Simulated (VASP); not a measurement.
# TaN (Fm-3m) in VASP: further runs, part 2 of 3

VASP 6.6.1.

**5. Relaxation of cell and atoms, PBEsol, target pressure 30 GPa, at which the enthalpy is minimised**

Input file INCAR:

```
SYSTEM = TaN
ALGO = Normal ; EDIFF = 1E-6
EDIFFG = -0.01 ; ENCUT = 600
GGA = PS ; IBRION = 2
ISIF = 3 ; ISMEAR = -1
LASPH = .True. ; LCHARG = .False.
LREAL = .False. ; LWAVE = .False.
NELM = 60 ; NSW = 60
PREC = Accurate ; PSTRESS = 300.0
SIGMA = 0.05
```

Input file KPOINTS:

```
k-points
0
Gamma
  10 10 10
  0 0 0
```

Input file POSCAR:

```
TaN
1.0
    0.0000000000      2.2113230000      2.2113230000
    2.2113230000      0.0000000000      2.2113230000
    2.2113230000      2.2113230000      0.0000000000
Ta N
1 1
Direct
    0.5000000000      0.5000000000      0.5000000000
    0.0000000000      0.0000000000      0.0000000000
```

Potentials or basis: VASP PAW PBE potentials, release 64 (Ta_pv, N).

The run is started by

```bash
$ cat potpaw_PBE.64/Ta_pv/POTCAR potpaw_PBE.64/N/POTCAR > POTCAR
$ mpirun -np 1 vasp_std > vasp.out
```

OUTCAR:

```text
SYSTEM = TaN
   EDIFF = 1E-6
   EDIFFG = -0.01
   ENCUT = 600
   GGA = PS
   IBRION = 2
   ISIF = 3
   ISMEAR = -1
   LASPH = .True.
   LREAL = .False.
   NELM = 60
   NSW = 60
   PREC = Accurate
   PSTRESS = 300.0

 ion  position               nearest neighbor table
   1  0.500  0.500  0.500-   2 2.21   2 2.21   2 2.21   2 2.21   2 2.21   2 2.21
   2  0.000  0.000  0.000-   1 2.21   1 2.21   1 2.21   1 2.21   1 2.21   1 2.21

  LATTYP: Found a face centered cubic cell.
 ALAT       =     4.4226460000

  Lattice vectors:

 A1 = (   0.0000000000,   2.2113230000,   2.2113230000)
 A2 = (   2.2113230000,   0.0000000000,   2.2113230000)
 A3 = (   2.2113230000,   2.2113230000,   0.0000000000)

Analysis of symmetry for initial positions (statically):
=====================================================================
 Subroutine PRICEL returns:
 Original cell was already a primitive cell.

 Routine SETGRP: Setting up the symmetry group for a
 face centered cubic supercell.

 Subroutine GETGRP returns: Found 48 space group operations
 (whereof 48 operations were pure point group operations)
 out of a pool of 48 trial point group operations.

The static configuration has the point symmetry O_h .

Analysis of symmetry for dynamics (positions and initial velocities):
=====================================================================
 Subroutine PRICEL returns:
 Original cell was already a primitive cell.

 Routine SETGRP: Setting up the symmetry group for a
 face centered cubic supercell.

 Subroutine GETGRP returns: Found 48 space group operations
 (whereof 48 operations were pure point group operations)
 out of a pool of 48 trial point group operations.

The dynamic configuration has the point symmetry O_h .

 Subroutine INISYM returns: Found 48 space group operations
 (whereof 48 operations are pure point group operations),
 and found     1 'primitive' translations

----------------------------------------------------------------------------------------

                                     Primitive cell

  volume of cell :      21.6265

  direct lattice vectors                    reciprocal lattice vectors
     0.000000000  2.211323000  2.211323000    -0.226108985  0.226108985  0.226108985
     2.211323000  0.000000000  2.211323000     0.226108985 -0.226108985  0.226108985
     2.211323000  2.211323000  0.000000000     0.226108985  0.226108985 -0.226108985

  length of vectors
     3.127282977  3.127282977  3.127282977     0.391632251  0.391632251  0.391632251

  position of ions in fractional coordinates (direct lattice)
     0.500000000  0.500000000  0.500000000
     0.000000000  0.000000000  0.000000000

  ion indices of the primitive-cell ions
   primitive index   ion index
                 1           1
                 2           2

----------------------------------------------------------------------------------------

 KPOINTS: k-points

Automatic generation of k-mesh.
 Grid dimensions read from file:
 generate k-points for:   10   10   10

 Generating k-lattice:

  Cartesian coordinates                     Fractional coordinates (reciprocal lattice)
    -0.022610899  0.022610899  0.022610899     0.100000000  0.000000000  0.000000000
     0.022610899 -0.022610899  0.022610899     0.000000000  0.100000000  0.000000000
     0.022610899  0.022610899 -0.022610899     0.000000000  0.000000000  0.100000000

  Length of vectors
     0.039163225  0.039163225  0.039163225

  Shift w.r.t. Gamma in fractional coordinates (k-lattice)
     0.000000000  0.000000000  0.000000000

 Subroutine IBZKPT returns following result:
 ===========================================

 Found     47 irreducible k-points:

 Following reciprocal coordinates:
            Coordinates               Weight
  0.000000  0.000000  0.000000      1.000000
  0.100000  0.000000  0.000000      8.000000
  0.200000  0.000000  0.000000      8.000000
  0.300000  0.000000  0.000000      8.000000
  0.400000  0.000000  0.000000      8.000000
  0.500000  0.000000  0.000000      4.000000
[... 16 lines left out ...]
  0.300000  0.300000  0.000000      6.000000
  0.400000  0.300000  0.000000     24.000000
 [... further k-points ...]
   k-points           NKPTS =     47   k-points in BZ     NKDIM =     47   number of bands    NBANDS=     12
   number of dos      NEDOS =    301   number of ions     NIONS =      2
   total plane-waves  NPLWV =  21952
   dimension x,y,z NGX =    28 NGY =   28 NGZ =   28
   dimension x,y,z NGXF=    56 NGYF=   56 NGZF=   56
   ions per type =               1   1
   NGX,Y,Z   is equivalent  to a cutoff of  14.88, 14.88, 14.88 a.u.
   NGXF,Y,Z  is equivalent  to a cutoff of  29.77, 29.77, 29.77 a.u.
 SYSTEM =  TaN
   PREC   = accura    normal or accurate (medium, high low for compatibility)
   ISTART =      0    job   : 0-new  1-cont  2-samecut
   ICHARG =      2    charge: 1-file 2-atom 10-const
   ISPIN  =      1    spin polarized calculation?
   LNONCOLLINEAR =      F non collinear calculations
   LSORBIT =      F    spin-orbit coupling
   LASPH  =      T    aspherical Exc in radial PAW
   ENCUT  =  600.0 eV  44.10 Ry    6.64 a.u.   6.25  6.25  6.25*2*pi/ulx,y,z
   NELM   =     60;   NELMIN=  2; NELMDL= -5     # of ELM steps
   EDIFF  = 0.1E-05   stopping-criterion for ELM
   LREAL  =      F    real-space projection
   EDIFFG = -.1E-01   stopping-criterion for IOM
   NSW    =     60    number of steps for IOM
   IBRION =      2    ionic relax: 0-MD 1-quasi-New 2-CG
   NFREE  =      1    steps in history (QN), initial steepest desc. (CG)
   ISIF   =      3    stress and relaxation
   ISYM   =      2    0-nonsym 1-usesym 2-fastsym
   POTIM  = 0.5000    time-step for ionic-motion
   TEBEG  =    0.0;   TEEND  =   0.0 temperature during run
   PSTRESS=  300.0 pullay stress
   NELECT =      16.0000    total number of electrons
   NUPDOWN=      -1.0000    fix difference up-down
   EMIN   =  10.00;   EMAX   =-10.00  energy-range for DOS
   EFERMI =   0.00;   METHOD = LEGACY
   ISMEAR =    -1;   SIGMA  =   0.05  broadening in eV -4-tet -1-fermi 0-gaus
   EFERMI_NEDOS =   21; number of points for ismear=-14 and -15
   IALGO  =     38    algorithm
   IMIX   =      4    mixing-type and parameters
     AMIX     =   0.40;   BMIX     =  1.00
     AMIX_MAG =   1.60;   BMIX_MAG =  1.00
  volume/ion in A,a.u.               =      10.81        72.97
  Fermi-wavevector in a.u.,A,eV,Ry     =   1.480651  2.798024 29.828417  2.192327
  Thomas-Fermi vector in A             =   2.594659
   LORBIT       =      0    0 simple, 1 ext, 2 COOP (PROOUT), +10 PAW based schemes
   GGA     = PS    functional components
   LHFCALC =     F    Hartree Fock is set to
   AEXX    =    0.0000 exact exchange contribution
   IVDW    =     0    specifies the selected vdW correction
   LEPSILON=     F    determine dielectric tensor
   LRPA    =     F    only Hartree local field effects (RPA)
 conjugate gradient relaxation of ions
 non-spin polarized calculation
  energy-cutoff  :      600.00
  volume of cell :       21.63
 maximum number of plane-waves:       740
 NGX is ok and might be reduce to    28
   NGX = 13   NGY = 13   NGZ = 13

--------------------------------------- Ionic step        1  -------------------------------------------

 number of electron      15.9999999 magnetization

 Free energy of the ion-electron system (eV)
  ---------------------------------------------------
  ext. energy  EPLUGINS =         0.00000000
  ---------------------------------------------------
  free energy    TOTEN  =       -23.21029464 eV

  energy without entropy =      -23.20411891  energy(sigma->0) =      -23.20720678

 E-fermi :   9.2098     XC(G=0): -13.4968

 val. band max:        9.2013759734   @ k =   0.0000   0.0000   0.0000
 cond. band min:       9.2487784643   @ k =  -0.3000   0.3000   0.1000
 fundamental gap:      0.0474024909
 Fermi energy:         9.2098171865

 k-point     1 :       0.0000    0.0000    0.0000
  band No.  band energies     occupation
      1     -26.5654      2.00000
      2     -26.5654      2.00000
      3     -26.5654      2.00000
      4      -9.4745      2.00000
      5       5.4499      2.00000
      6       5.4499      2.00000
      7       5.4499      2.00000
      8       7.0984      2.00000
      9       7.0984      2.00000
     10       7.0984      2.00000
     11       9.2014      1.08422
     12       9.2014      1.08421
[... 494 lines left out ...]
  enthalpy is  TOTEN    =       -19.4439125248 eV   P V=        3.6749702508

--------------------------------------- Ionic step        5  -------------------------------------------

 number of electron      15.9999999 magnetization

 Free energy of the ion-electron system (eV)
  ---------------------------------------------------
  ext. energy  EPLUGINS =         0.00000000
  ---------------------------------------------------
  free energy    TOTEN  =       -23.10365471 eV

  energy without entropy =      -23.09822938  energy(sigma->0) =      -23.10094204

 E-fermi :  10.3802     XC(G=0): -14.0602

 val. band max:       10.2757411470   @ k =  -0.2000   0.2000   0.0000
 cond. band min:      10.3948693989   @ k =   0.0000   0.0000   0.0000
 fundamental gap:      0.1191282519
 Fermi energy:        10.3801613954

 k-point     1 :       0.0000    0.0000    0.0000
  band No.  band energies     occupation
      1     -25.1953      2.00000
      2     -25.1953      2.00000
      3     -25.1953      2.00000
      4      -9.1454      2.00000
      5       6.3359      2.00000
      6       6.3359      2.00000
      7       6.3359      2.00000
      8       7.9719      2.00000
      9       7.9719      2.00000
     10       7.9719      2.00000
     11      10.3949      0.85397
     12      10.3949      0.85397
[... 374 lines left out ...]
  FREE ENERGIE OF THE ION-ELECTRON SYSTEM (eV)
  ---------------------------------------------------
  free  energy   TOTEN  =       -23.1036547068 eV

  energy  without entropy=      -23.0982293764  energy(sigma->0) =      -23.10094204

  enthalpy is  TOTEN    =       -19.4444467960 eV   P V=        3.6592079107

 reached required accuracy - stopping structural energy minimisation
```

Wall time 69 s (1 thread of Intel Xeon Platinum 8488C (Sapphire Rapids), shared host); peak memory 0.18 GiB.

Results:

```
Free energy                                                : -23.1037 eV
Relaxed volume                                             : 9.77 Å³/atom
Relaxed cell                                               : a = 3.023 Å, b = 3.023 Å, c = 3.023 Å, α = 60.00°, β = 60.00°, γ = 60.00°
Space group after relaxing (to 0.1 Å)                      : Fm-3m (No. 225)
Energy change on relaxing (the run minimises the enthalpy) : +53.3 meV/atom
Ionic steps                                                : 5
Pressure after relaxing                                    : 30.0 GPa
Band gap on the k mesh                                     : zero (bands 8 and 9 overlap by 4.56 eV)
```

Step by step:
```csv
step,energy change (eV),largest force (eV/Å),pressure (GPa),volume (Å³)
1,0.0000,0.0000,-10.00,21.63
2,4.8561,0.0000,327.09,14.23
3,0.0632,0.0000,23.79,19.80
4,0.0914,0.0000,27.94,19.63
5,0.1066,0.0000,30.03,19.54
```

Final structure:
```xyz
2
Lattice="0.0000 2.1379 2.1379 2.1379 0.0000 2.1379 2.1379 2.1379 0.0000" Properties=species:S:1:pos:R:3 pbc="T T T"
Ta    2.1379    2.1379    2.1379
N     0.0000    0.0000    0.0000
```

Caveat: the cell is relaxed towards a set pressure, so the run minimises the enthalpy, not the energy; the PAW data sets were made with another functional, which shifts forces and pressure a little; spin-orbit coupling is left out, which moves the levels of the heavy elements.

(Continued in part 3 of 3.)
